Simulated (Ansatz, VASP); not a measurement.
**Os in VASP and in Ansatz**

The input INCAR:

```
  ALGO = Normal
  EDIFF = 1E-6
  ENCUT = 520
  GGA = RP
  ISIF = 2
  ISMEAR = 0
  LASPH = True
  LCHARG = False
  LREAL = False
  LWAVE = False
  NBANDS = 15
  NELM = 100
  PREC = Accurate
  SIGMA = 0.1
```

The input KPOINTS:

```
k-points
0
Gamma
  11 11 6
```

The input POSCAR:

```
Os
1.0
    2.7341000000      0.0000000000      0.0000000000
   -1.3670500000      2.3678000565      0.0000000000
    0.0000000000      0.0000000000      4.3197000000
Os
2
Direct
    0.6666666667      0.3333333333      0.7500000000
    0.3333333333      0.6666666667      0.2500000000
```

input.yaml

```yaml
crystal:
  lattice:
    - [2.7341, 0.0, 0.0]
    - [-1.36705, 2.3678000565, 0.0]
    - [0.0, 0.0, 4.3197]
  atoms:
    - { symbol: Os, position: [0.6666666667, 0.3333333333, 0.75] }
    - { symbol: Os, position: [0.3333333333, 0.6666666667, 0.25] }
kpoints:
  mp_grid: { grid: [11, 11, 6] }
scf:
  occupations: { method: gaussian, width: 0.1 }
hamiltonian:
  xc: rpbe
  pseudopotentials: { kind: all_electron, lapw: { basis_error: 0.001 } }
output:
  forces: true
  stress: true
  eigenvalues: true
```

Alike in both runs: task single point; functional RPBE; k mesh 11 × 11 × 6; occupations gaussian, width 0.1 eV; no spin polarisation.

|  | VASP | Ansatz |
| --- | --- | --- |
| version | VASP 6.6.1 | Ansatz 0.2.0 |
| potentials or method | VASP PAW PBE potentials, release 64 (Os), cutoff 520 eV | all-electron LAPW, scalar-relativistic |

VASP gave:

```
gap on the k mesh at the Fermi level (eV)                     : none
pressure (GPa)                                                : 12.7
traceless stress, the component that is largest in VASP (GPa) : 0.26
```

What did Ansatz give for the same quantities?

gap on the k mesh at the Fermi level (eV): none; pressure (GPa): 12.9; traceless stress, the component that is largest in VASP (GPa): 0.38.

VASP's potentials were made for PBE, not for RPBE. A gap of «none» marks a metal or a gap that the smearing closes. Ansatz ran all-electron here, and VASP with PAW potentials.

Spin-orbit coupling is off throughout.
